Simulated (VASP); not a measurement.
A run of VASP 6.6.1 is set up as follows.

The input INCAR:

```
  PREC = Accurate
  ENCUT = 520
  EDIFF = 1E-7
  ISMEAR = -1
  SIGMA = 0.1
  LREAL = F
  LASPH = T
  NELM = 60
  ALGO = Normal
  ISIF = 2
  LWAVE = F
  LCHARG = T
  GGA = PE
  IVDW = 12
  LELF = T
  LVHAR = T
  NBANDS = 11
```

File KPOINTS:

```
Automatic mesh
0
Gamma
  14 14 14
```

The input POSCAR:

```
C
1.0
    0.0000000000      2.0884937744      3.2873893543
    1.2057688552      0.0000000000      3.2873893543
    1.2057688552      2.0884937744      0.0000000000
C
2
Direct
    0.1666666667      0.8333333333      0.1666666667
    0.8333333333      0.1666666667      0.8333333333
```

Potentials or basis: VASP PAW PBE potentials, release 64 (C).

The run is started by

```bash
$ cat potpaw_PBE.64/C/POTCAR > POTCAR
$ mpirun -np 1 vasp_std > vasp.out
```

Task: Estimate the largest force.

Result: 0.024 eV/Å.

Task: Estimate the pressure.

Result: 22.7 GPa.

Stress tensor (GPa, compression positive):
```
33.48  0.00  0.00
 0.00 33.27  0.00
 0.00  0.00  1.25
```

Caveat: three body term missing; the stress differs along the axes, from 1 to 33 GPa.
